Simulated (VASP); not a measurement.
A run of VASP 6.6.1 is set up as follows.

The input INCAR:

```
SYSTEM = F
PREC = Accurate
ENCUT = 520
EDIFF = 1E-7
ISMEAR = -1
SIGMA = 0.05
LREAL = .False.
LASPH = .True.
NELM = 100
ALGO = Normal
ISIF = 2
LWAVE = .False.
LCHARG = .False.
GGA = PE
NBANDS = 14
```

Contents of KPOINTS:

```
Automatic mesh
0
Gamma
  17 17 17
  0 0 0
```

POSCAR

```
F
1.0
   -1.9506543338      1.9506543338      1.4090810719
    1.9506543338     -1.9506543338      1.4090810719
    1.9506543338      1.9506543338     -1.4090810719
F
2
Direct
   -0.3750000000     -0.1250000000     -0.2500000000
    0.3750000000      0.1250000000      0.2500000000
```

Potentials or basis: VASP PAW PBE potentials, release 64 (F).

The run is started by

```bash
$ cat potpaw_PBE.64/F/POTCAR > POTCAR
$ mpirun -np 1 vasp_std > vasp.out
```

Estimate the band gap on the k mesh.

zero (bands 7 and 8 overlap by 0.99 eV).

Predict the pressure.

1.5 GPa.
